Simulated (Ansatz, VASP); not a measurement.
**CdS: VASP beside Ansatz**

Contents of INCAR:

```
  PREC = Accurate
  ENCUT = 520
  EDIFF = 1E-6
  ISMEAR = -1
  SIGMA = 0.01
  LREAL = False
  LASPH = True
  NELM = 60
  ALGO = Normal
  ISIF = 2
  LWAVE = False
  LCHARG = False
  GGA = PE
  NBANDS = 16
```

KPOINTS

```
regular mesh
0
Gamma
  8 8 8
```

The input POSCAR:

```
CdS
1.0
    0.0000000000      2.8706708545      2.8706708545
    2.8706708545      0.0000000000      2.8706708545
    2.8706708545      2.8706708545      0.0000000000
Cd S
1 1
Direct
    0.0000000000      0.0000000000      0.0000000000
    0.7500000000      0.7500000000      0.7500000000
```

Input for Ansatz:

```yaml
crystal:
  lattice:
    - [0.0, 2.8706708545, 2.8706708545]
    - [2.8706708545, 0.0, 2.8706708545]
    - [2.8706708545, 2.8706708545, 0.0]
  atoms:
    - { symbol: Cd, position: [0.0, 0.0, 0.0] }
    - { symbol: S, position: [0.75, 0.75, 0.75] }
kpoints:
  mp_grid: { grid: [8, 8, 8] }
scf:
  occupations: { method: fermi_dirac, width: 0.01 }
hamiltonian:
  xc: pbe
  pseudopotentials: { kind: all_electron, lapw: { basis_error: 0.001 } }
output:
  forces: true
  stress: true
  eigenvalues: true
```

Change from the starting cell: volume scaled by 0.96.

Alike in both runs: task single point; functional PBE; k mesh 8 × 8 × 8; occupations fermi-dirac, width 0.01 eV; no spin polarisation.

|  | VASP | Ansatz |
| --- | --- | --- |
| version | VASP 6.6.1 | Ansatz 0.2.0 |
| potentials or method | VASP PAW PBE potentials, release 64 (Cd, S), cutoff 520 eV | all-electron LAPW, scalar-relativistic |

VASP gave:

* gap on the k mesh at the Fermi level (eV): 1.25
* pressure (GPa): 6.8

Question: Estimate Ansatz's values.

Answer: gap on the k mesh at the Fermi level (eV): 1.25; pressure (GPa): 6.4.

Ansatz ran all-electron here, and VASP with PAW potentials.
